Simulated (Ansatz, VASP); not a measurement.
**Sn in VASP and in Ansatz**

The input INCAR:

```
SYSTEM = Sn
PREC = Accurate
ENCUT = 500
EDIFF = 1E-6
ISMEAR = 1
SIGMA = 0.05
LREAL = .False.
LASPH = .True.
NELM = 120
ALGO = Normal
ISIF = 2
LWAVE = .False.
LCHARG = .False.
GGA = PE
NBANDS = 21
GGA_COMPAT = .False.
```

KPOINTS

```
Automatic mesh
0
Gamma
  6 6 6
  0 0 0
```

The input POSCAR:

```
Sn
1.0
    0.0000000000      3.2333430000      3.2333430000
    3.2333430000      0.0000000000      3.2333430000
    3.2333430000      3.2333430000      0.0000000000
Sn
2
Direct
    0.0000000000      0.0000000000      0.0000000000
    0.2500000000      0.2500000000      0.2500000000
```

Input for Ansatz:

```yaml
crystal:
  lattice:
    - [0.0, 3.233343, 3.233343]
    - [3.233343, 0.0, 3.233343]
    - [3.233343, 3.233343, 0.0]
  atoms:
    - { symbol: Sn, position: [0.0, 0.0, 0.0] }
    - { symbol: Sn, position: [0.25, 0.25, 0.25] }
basis:
  ecutwfc: 421.77648681281397
kpoints:
  mp_grid:
    grid: [6, 6, 6]
hamiltonian:
  xc: pbe
scf:
  occupations:
    method: methfessel_paxton
    width: 0.05
output:
  forces: true
  stress: true
```

Alike in both runs: task single point; functional PBE; k mesh 6 × 6 × 6; occupations methfessel-paxton of order 1, width 0.05 eV; no spin polarisation.

|  | VASP | Ansatz |
| --- | --- | --- |
| version | VASP 6.6.1 | Ansatz 0.2.0 |
| potentials or method | VASP PAW PBE potentials, release 64 (Sn_d), cutoff 500 eV | plane waves, PAW |
| valence electrons in the cell | 28 | 28 |

|  | VASP | Ansatz | Ansatz less VASP |
| --- | --- | --- | --- |
| pressure (GPa) | 3.8 | 3.9 | +0.05 |

With one functional, cell and mesh, what is left measures potentials, basis and numerics.
